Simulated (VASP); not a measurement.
# LiCl (I4/mmm) in VASP: notebook

LiCl is run at these levels: PBE; tasks: single point.

Everything below comes from runs of VASP 6.6.1. Logs are shortened: lines on timing, memory, paths and dates and some standing lists are left out, and cuts for length are marked.

## 1. The cell of the first run

The structure is tetragonal, space group I4/mmm (No. 139). Conventional cell: a = 3.518 Å, b = 3.518 Å, c = 5.053 Å, α = 90.00°, β = 90.00°, γ = 90.00°. Li (site symmetry 4/mmm) has 6 Cl at 2.49 to 2.53 Å within 3.3 Å. Cl (site symmetry 4/mmm) has 6 Li at 2.49 to 2.53 Å within 3.3 Å.

## 2. Single point, PBE (strain -0.030 along x and y, -0.015 along z)

Contents of INCAR:

```
PREC     = Accurate       # precision mode
ENCUT    = 520            # plane-wave cutoff, eV
EDIFF    = 1E-6           # SCF threshold, eV
ISMEAR   = 0              # smearing method
SIGMA    = 0.05           # smearing width, eV
LREAL    = False          # projectors in reciprocal space
LASPH    = True           # aspherical terms in the spheres
NELM     = 80             # most SCF steps
ALGO     = Normal         # electronic algorithm
ISIF     = 2              # what is computed and relaxed
LWAVE    = False          # write WAVECAR
LCHARG   = True           # write CHGCAR
GGA      = PE             # functional
LELF     = True           # ELF
LVHAR    = True         
NBANDS   = 12             # bands
```

Contents of KPOINTS:

```
regular mesh
0
Gamma
  8 8 8
```

Contents of POSCAR:

```
LiCl
1.0
    0.0000000000      2.4878172000      2.5262886000
    2.4878172000      0.0000000000      2.5262886000
    2.4878172000      2.4878172000      0.0000000000
Li Cl
1 1
Direct
    0.0000000000      0.0000000000      0.0000000000
    0.5000000000      0.5000000000      0.5000000000
```

Potentials or basis: VASP PAW PBE potentials, release 64 (Li_sv, Cl).

On the command line:

```
$ cat potpaw_PBE.64/Li_sv/POTCAR potpaw_PBE.64/Cl/POTCAR > POTCAR
$ mpirun -np 1 vasp_std > vasp.out
```

OUTCAR:

```text
PREC = Accurate
   ENCUT = 520
   EDIFF = 1E-6
   ISMEAR = 0
   LREAL = False
   LASPH = True
   NELM = 80
   ISIF = 2
   GGA = PE

 ion  position               nearest neighbor table
   1  0.000  0.000  0.000-   2 2.49   2 2.49   2 2.49   2 2.49   2 2.53   2 2.53
   2  0.500  0.500  0.500-   1 2.49   1 2.49   1 2.49   1 2.49   1 2.53   1 2.53

  LATTYP: Found a body centered tetragonal cell.
 ALAT       =     3.5183048249
 C/A-ratio  =     1.4360828443

  Lattice vectors:

 A1 = (  -2.4878172000,   0.0000000000,   2.5262886000)
 A2 = (   2.4878172000,   0.0000000000,   2.5262886000)
 A3 = (   0.0000000000,   2.4878172000,  -2.5262886000)

Analysis of symmetry for initial positions (statically):
=====================================================================
 Subroutine PRICEL returns:
 Original cell was already a primitive cell.

 Routine SETGRP: Setting up the symmetry group for a
 body centered tetragonal supercell.

 Subroutine GETGRP returns: Found 16 space group operations
 (whereof 16 operations were pure point group operations)
 out of a pool of 16 trial point group operations.

The static configuration has the point symmetry D_4h.

Analysis of symmetry for dynamics (positions and initial velocities):
=====================================================================
 Subroutine PRICEL returns:
 Original cell was already a primitive cell.

 Routine SETGRP: Setting up the symmetry group for a
 body centered tetragonal supercell.

 Subroutine GETGRP returns: Found 16 space group operations
 (whereof 16 operations were pure point group operations)
 out of a pool of 16 trial point group operations.

The dynamic configuration has the point symmetry D_4h.

 Subroutine INISYM returns: Found 16 space group operations
 (whereof 16 operations are pure point group operations),
 and found     1 'primitive' translations

----------------------------------------------------------------------------------------

                                     Primitive cell

  volume of cell :      31.2716

  direct lattice vectors                    reciprocal lattice vectors
     0.000000000  2.487817200  2.526288600    -0.200979397  0.200979397  0.197918797
     2.487817200  0.000000000  2.526288600     0.200979397 -0.200979397  0.197918797
     2.487817200  2.487817200  0.000000000     0.200979397  0.200979397 -0.197918797

  length of vectors
     3.545612572  3.545612572  3.518304825     0.346348504  0.346348504  0.346348504

  position of ions in fractional coordinates (direct lattice)
     0.000000000  0.000000000  0.000000000
     0.500000000  0.500000000  0.500000000

  ion indices of the primitive-cell ions
   primitive index   ion index
                 1           1
                 2           2

----------------------------------------------------------------------------------------

 KPOINTS: regular mesh

Automatic generation of k-mesh.
 Grid dimensions read from file:
 generate k-points for:    8    8    8

 Generating k-lattice:

  Cartesian coordinates                     Fractional coordinates (reciprocal lattice)
    -0.025122425  0.025122425  0.024739850     0.125000000 -0.000000000  0.000000000
     0.025122425 -0.025122425  0.024739850    -0.000000000  0.125000000  0.000000000
     0.025122425  0.025122425 -0.024739850     0.000000000  0.000000000  0.125000000

  Length of vectors
     0.043293563  0.043293563  0.043293563

  Shift w.r.t. Gamma in fractional coordinates (k-lattice)
     0.000000000  0.000000000  0.000000000

 Subroutine IBZKPT returns following result:
 ===========================================

 Found     59 irreducible k-points:

 Following reciprocal coordinates:
            Coordinates               Weight
  0.000000  0.000000  0.000000      1.000000
  0.125000  0.000000  0.000000      8.000000
  0.250000  0.000000  0.000000      8.000000
  0.375000 -0.000000  0.000000      8.000000
  0.500000  0.000000  0.000000      4.000000
  0.125000  0.125000  0.000000      2.000000
[... 16 lines left out ...]
  0.250000  0.000000  0.125000     16.000000
  0.375000  0.000000  0.125000     16.000000
 [... further k-points ...]
   k-points           NKPTS =     59   k-points in BZ     NKDIM =     59   number of bands    NBANDS=     12
   number of dos      NEDOS =    301   number of ions     NIONS =      2
   total plane-waves  NPLWV =  21952
   dimension x,y,z NGX =    28 NGY =   28 NGZ =   28
   dimension x,y,z NGXF=    56 NGYF=   56 NGZF=   56
   ions per type =               1   1
   NGX,Y,Z   is equivalent  to a cutoff of  13.13, 13.13, 13.23 a.u.
   NGXF,Y,Z  is equivalent  to a cutoff of  26.26, 26.26, 26.46 a.u.
 SYSTEM =  unknown system
   PREC   = accura    normal or accurate (medium, high low for compatibility)
   ISTART =      0    job   : 0-new  1-cont  2-samecut
   ICHARG =      2    charge: 1-file 2-atom 10-const
   ISPIN  =      1    spin polarized calculation?
   LNONCOLLINEAR =      F non collinear calculations
   LSORBIT =      F    spin-orbit coupling
   LASPH  =      T    aspherical Exc in radial PAW
   ENCUT  =  520.0 eV  38.22 Ry    6.18 a.u.   6.59  6.59  6.54*2*pi/ulx,y,z
   NELM   =     80;   NELMIN=  2; NELMDL= -5     # of ELM steps
   EDIFF  = 0.1E-05   stopping-criterion for ELM
   LREAL  =      F    real-space projection
   EDIFFG = 0.1E-04   stopping-criterion for IOM
   NSW    =      0    number of steps for IOM
   IBRION =     -1    ionic relax: 0-MD 1-quasi-New 2-CG
   NFREE  =      0    steps in history (QN), initial steepest desc. (CG)
   ISIF   =      2    stress and relaxation
   ISYM   =      2    0-nonsym 1-usesym 2-fastsym
   POTIM  = 0.5000    time-step for ionic-motion
   TEBEG  =    0.0;   TEEND  =   0.0 temperature during run
   PSTRESS=    0.0 pullay stress
   NELECT =      10.0000    total number of electrons
   NUPDOWN=      -1.0000    fix difference up-down
   EMIN   =  10.00;   EMAX   =-10.00  energy-range for DOS
   EFERMI =   0.00;   METHOD = LEGACY
   ISMEAR =     0;   SIGMA  =   0.05  broadening in eV -4-tet -1-fermi 0-gaus
   EFERMI_NEDOS =   21; number of points for ismear=-14 and -15
   IALGO  =     38    algorithm
   IMIX   =      4    mixing-type and parameters
     AMIX     =   0.40;   BMIX     =  1.00
     AMIX_MAG =   1.60;   BMIX_MAG =  1.00
  volume/ion in A,a.u.               =      15.64       105.52
  Fermi-wavevector in a.u.,A,eV,Ry     =   1.119502  2.115552 17.051973  1.253285
  Thomas-Fermi vector in A             =   2.256141
   LORBIT       =      0    0 simple, 1 ext, 2 COOP (PROOUT), +10 PAW based schemes
   GGA     = PE    functional components
   LHFCALC =     F    Hartree Fock is set to
   AEXX    =    0.0000 exact exchange contribution
   IVDW    =     0    specifies the selected vdW correction
   LEPSILON=     F    determine dielectric tensor
   LRPA    =     F    only Hartree local field effects (RPA)
 non-spin polarized calculation
 Gauss-broadening in eV      SIGMA  =   0.05
  energy-cutoff  :      520.00
  volume of cell :       31.27
 maximum number of plane-waves:       877
 NGX is ok and might be reduce to    28
   NGX = 13   NGY = 13   NGZ = 13

 number of electron      10.0000000 magnetization

 number of electron       9.9999991 magnetization

 Free energy of the ion-electron system (eV)
  ---------------------------------------------------
  ext. energy  EPLUGINS =         0.00000000
  ---------------------------------------------------
  free energy    TOTEN  =        -7.35755978 eV

  energy without entropy =       -7.35755978  energy(sigma->0) =       -7.35755978

 E-fermi :   1.4683     XC(G=0):  -9.0631

 val. band max:        1.2061302339   @ k =   0.0000   0.0000   0.0000
 cond. band min:       7.9807479403   @ k =   0.0000   0.0000   0.0000
 fundamental gap:      6.7746177063
 Fermi energy:         1.4683375449

 k-point     1 :       0.0000    0.0000    0.0000
  band No.  band energies     occupation
      1     -42.2252      2.00000
      2     -12.5033      2.00000
      3       1.1629      2.00000
      4       1.1629      2.00000
      5       1.2061      2.00000
      6       7.9807      0.00000
      7      13.0790      0.00000
      8      13.2200      0.00000
      9      13.2200      0.00000
     10      15.8824      0.00000
     11      15.9458      0.00000
     12      16.1332      0.00000

 k-point     2 :       0.1250    0.0000    0.0000
  band No.  band energies     occupation
      1     -42.2246      2.00000
      2     -12.4149      2.00000
      3       0.5949      2.00000
      4       1.1218      2.00000
      5       1.1396      2.00000
      6       8.4390      0.00000
      7      12.4280      0.00000
      8      13.0450      0.00000
      9      13.1994      0.00000
     10      14.4136      0.00000
     11      14.5183      0.00000
     12      16.6308      0.00000

 k-point     3 :       0.2500    0.0000    0.0000
  band No.  band energies     occupation
      1     -42.2231      2.00000
      2     -12.1879      2.00000
      3      -0.5738      2.00000
      4       1.0187      2.00000
      5       1.0286      2.00000
      6       8.6866      0.00000
      7      11.8797      0.00000
      8      12.0485      0.00000
      9      12.5179      0.00000
     10      15.3175      0.00000
     11      15.3187      0.00000
     12      17.2434      0.00000
[... 286 lines left out ...]
 k-point    23 :       0.2500    0.0000    0.1250
  band No.  band energies     occupation
      1     -42.2232      2.00000
      2     -12.1981      2.00000
      3      -0.2537      2.00000
      4       0.7782      2.00000
      5       0.8686      2.00000
      6       9.3462      0.00000
      7      11.5073      0.00000
      8      11.6996      0.00000
      9      12.9404      0.00000
     10      14.1485      0.00000
     11      16.3121      0.00000
     12      17.8798      0.00000

 k-point    24 :       0.3750    0.0000    0.1250
  band No.  band energies     occupation
      1     -42.2217      2.00000
      2     -11.9485      2.00000
      3      -1.2649      2.00000
      4       0.6613      2.00000
      5       0.6787      2.00000
      6       9.0503      0.00000
      7      10.8366      0.00000
      8      11.9305      0.00000
      9      12.6324      0.00000
     10      15.7594      0.00000
     11      17.8394      0.00000
     12      18.7273      0.00000

 [... further k-points ...]

------------------------ aborting loop because EDIFF is reached ----------------------------------------

  FORCE on cell =-STRESS in cart. coord.  units (eV):
  Direction    XX          YY          ZZ          XY          YZ          ZX
  --------------------------------------------------------------------------------------
  -------------------------------------------------------------------------------------
  Total        0.6932284      0.6932284      0.5389449      0.0000000     -0.0000000      0.0000000
  in kB       35.5170646     35.5170646     27.6124549      0.0000000     -0.0000000      0.0000000
  external PRESSURE =      32.8821947 kB  Pullay stress =       0.0000000 kB

 VOLUME and BASIS-vectors are now :
 -----------------------------------------------------------------------------
  energy-cutoff  :      520.00
  volume of cell :       31.27
      direct lattice vectors                 reciprocal lattice vectors
     0.000000000  2.487817200  2.526288600    -0.200979397  0.200979397  0.197918797
     2.487817200  0.000000000  2.526288600     0.200979397 -0.200979397  0.197918797
     2.487817200  2.487817200  0.000000000     0.200979397  0.200979397 -0.197918797

 POSITION                                       TOTAL-FORCE (eV/Angst)
 -----------------------------------------------------------------------------------
      0.00000      0.00000      0.00000         0.000000      0.000000      0.000000
      2.48782      2.48782      2.52629         0.000000     -0.000000     -0.000000
 -----------------------------------------------------------------------------------
    total drift:                                0.000000      0.000000      0.000000

  FREE ENERGIE OF THE ION-ELECTRON SYSTEM (eV)
  ---------------------------------------------------
  free  energy   TOTEN  =        -7.3575597838 eV

  energy  without entropy=       -7.3575597838  energy(sigma->0) =       -7.35755978
```

Wall time 15 s (1 thread of Intel Xeon Platinum 8375C at 2.90GHz (Ice Lake), shared host); peak memory 0.15 GiB.

What came out:

```
Free energy            : -7.3576 eV
Band gap on the k mesh : 6.77 eV, direct
```

Levels at points of the mesh, in eV from the valence-band top:
| k point | band 3 | band 4 | band 5 | band 6 | band 7 | band 8 |
| --- | --- | --- | --- | --- | --- | --- |
| (0.00, 0.00, 0.00) | -0.04 | -0.04 | 0.00 | 6.77 | 11.87 | 12.01 |
| (0.50, 0.00, 0.00) | -3.16 | -0.34 | -0.30 | 6.81 | 9.44 | 9.56 |
| (0.50, 0.50, 0.00) | -3.29 | -1.24 | -1.24 | 8.06 | 8.19 | 12.93 |
| (0.50, 0.00, 0.50) | -3.28 | -1.35 | -1.24 | 8.02 | 8.12 | 13.16 |

Caveat: the cell differs from its parent crystal (strain -0.030 along x and y, -0.015 along z); the cutoff is under 1.25 times the usual one of these potentials, so pressure, stress and relaxed cells hold a basis-set (Pulay) error. A k mesh can miss the band edges.

## 3. Single point, PBE (strain -0.030 along x and y, +0.015 along z)

Contents of INCAR:

```
SYSTEM = LiCl
  PREC = Accurate
  ENCUT = 520
  EDIFF = 1E-7
  ISMEAR = 0
  SIGMA = 0.05
  LREAL = .FALSE.
  LASPH = .TRUE.
  NELM = 100
  ALGO = Normal
  ISIF = 2
  LWAVE = .FALSE.
  LCHARG = .TRUE.
  GGA = PE
  LELF = .TRUE.
  LVHAR = .TRUE.
  NBANDS = 12
```

Contents of KPOINTS:

```
Automatic mesh
0
G
  8 8 8
  0 0 0
```

Contents of POSCAR:

```
LiCl
1.0
    0.0000000000      2.4878172000      2.6032314000
    2.4878172000      0.0000000000      2.6032314000
    2.4878172000      2.4878172000      0.0000000000
Li Cl
1 1
Direct
    0.0000000000      0.0000000000      0.0000000000
    0.5000000000      0.5000000000      0.5000000000
```

Potentials or basis: VASP PAW PBE potentials, release 64 (Li_sv, Cl).

On the command line:

```
$ cat potpaw_PBE.64/Li_sv/POTCAR potpaw_PBE.64/Cl/POTCAR > POTCAR
$ mpirun -np 1 vasp_std > vasp.out
```

It took 17 s on 1 thread of Intel Xeon Platinum 8375C at 2.90GHz (Ice Lake), shared host; peak memory 0.16 GiB.

The run converged. Its results:

```
Free energy            : -7.3686 eV
Band gap on the k mesh : 6.54 eV, direct
```

Levels at points of the mesh, in eV from the valence-band top:
```
           k point  band 2  band 3  band 4  band 5  band 6  band 7  band 8  band 9
(0.00, 0.00, 0.00)  -13.64   -0.11   -0.11    0.00    6.54   11.65   12.06   12.06
(0.50, 0.00, 0.00)  -13.00   -3.07   -0.41   -0.28    6.73    9.29    9.64   13.38
(0.50, 0.50, 0.00)  -12.79   -3.18   -1.16   -1.16    8.02    8.30   12.35   14.65
(0.50, 0.00, 0.50)  -12.69   -3.18   -1.47   -1.15    7.90    8.09   13.00   13.84
```

Caveat: the cell differs from its parent crystal (strain -0.030 along x and y, +0.015 along z); the cutoff is under 1.25 times the usual one of these potentials, so pressure, stress and relaxed cells hold a basis-set (Pulay) error.

## 4. Single point, PBE (strain -0.015 along x and y, -0.030 along z)

Contents of INCAR:

```
  PREC = Accurate
  ENCUT = 520
  EDIFF = 1E-6
  ISMEAR = 0
  SIGMA = 0.05
  LREAL = F
  LASPH = T
  NELM = 100
  ALGO = Normal
  ISIF = 2
  LWAVE = F
  LCHARG = F
  GGA = PE
  NBANDS = 12
```

Contents of KPOINTS:

```
Automatic mesh
0
Gamma
  8 8 8
```

Contents of POSCAR:

```
LiCl
1.0
    0.0000000000      2.5262886000      2.4878172000
    2.5262886000      0.0000000000      2.4878172000
    2.5262886000      2.5262886000      0.0000000000
Li Cl
1 1
Direct
    0.0000000000      0.0000000000      0.0000000000
    0.5000000000      0.5000000000      0.5000000000
```

On the command line:

```
$ cat potpaw_PBE.64/Li_sv/POTCAR potpaw_PBE.64/Cl/POTCAR > POTCAR
$ mpirun -np 1 vasp_std > vasp.out
```

Run time: 15 s. Hardware: 1 thread of Intel Xeon Platinum 8375C at 2.90GHz (Ice Lake), shared host; peak memory 0.16 GiB.

It converged, with:

```
Free energy            : -7.3667 eV
Band gap on the k mesh : 6.69 eV, direct
```

Levels at points of the mesh, in eV from the valence-band top:
| k point | band 1 | band 2 | band 3 | band 4 | band 5 | band 6 | band 7 | band 8 | band 9 | band 10 |
| --- | --- | --- | --- | --- | --- | --- | --- | --- | --- | --- |
| (0.00, 0.00, 0.00) | -43.44 | -13.64 | -0.05 | 0.00 | 0.00 | 6.69 | 11.92 | 11.92 | 12.06 | 14.65 |
| (0.50, 0.00, 0.00) | -43.44 | -12.98 | -3.08 | -0.32 | -0.28 | 6.80 | 9.44 | 9.58 | 13.61 | 17.31 |
| (0.50, 0.50, 0.00) | -43.43 | -12.67 | -3.19 | -1.27 | -1.27 | 7.98 | 8.13 | 13.11 | 14.50 | 14.50 |
| (0.50, 0.00, 0.50) | -43.43 | -12.70 | -3.20 | -1.27 | -1.16 | 8.02 | 8.21 | 12.88 | 14.45 | 14.79 |

Caveat: the cell differs from its parent crystal (strain -0.015 along x and y, -0.030 along z); the cutoff is under 1.25 times the usual one of these potentials, so pressure, stress and relaxed cells hold a basis-set (Pulay) error. A k mesh can miss the band edges.

## 5. Single point, PBE (strain -0.030 along x and y, +0.030 along z)

Contents of INCAR:

```
SYSTEM = LiCl
PREC = Accurate
ENCUT = 520
EDIFF = 1E-6
ISMEAR = 0
SIGMA = 0.05
LREAL = .False.
LASPH = .True.
NELM = 80
ALGO = Normal
ISIF = 2
LWAVE = .False.
LCHARG = .False.
GGA = PE
NBANDS = 12
```

Contents of KPOINTS:

```
Automatic mesh
0
Gamma
  8 8 8
  0 0 0
```

Contents of POSCAR:

```
LiCl
1.0
    0.0000000000      2.4878172000      2.6417028000
    2.4878172000      0.0000000000      2.6417028000
    2.4878172000      2.4878172000      0.0000000000
Li Cl
1 1
Direct
    0.0000000000      0.0000000000      0.0000000000
    0.5000000000      0.5000000000      0.5000000000
```

On the command line:

```
$ cat potpaw_PBE.64/Li_sv/POTCAR potpaw_PBE.64/Cl/POTCAR > POTCAR
$ mpirun -np 1 vasp_std > vasp.out
```

Wall time 15 s (1 thread of Intel Xeon Platinum 8375C at 2.90GHz (Ice Lake), shared host); peak memory 0.16 GiB.

It converged, with:

| Property | Result |
| --- | --- |
| Free energy | -7.3703 eV |
| Band gap on the k mesh | 6.44 eV, direct |

Levels at points of the mesh, in eV from the valence-band top:
```
           k point  band 2  band 3  band 4  band 5  band 6  band 7  band 8  band 9
(0.00, 0.00, 0.00)  -13.60   -0.14   -0.14    0.00    6.44   11.55   12.08   12.08
(0.50, 0.00, 0.00)  -12.99   -3.02   -0.44   -0.27    6.69    9.23    9.68   13.21
(0.50, 0.50, 0.00)  -12.80   -3.12   -1.11   -1.11    8.01    8.35   12.08   14.61
(0.50, 0.00, 0.50)  -12.68   -3.13   -1.52   -1.10    7.85    8.09   12.93   13.55
```

Caveat: the cell differs from its parent crystal (strain -0.030 along x and y, +0.030 along z); the cutoff is under 1.25 times the usual one of these potentials, so pressure, stress and relaxed cells hold a basis-set (Pulay) error. A k mesh can miss the band edges.

(Part 1 of 2 ends here.)
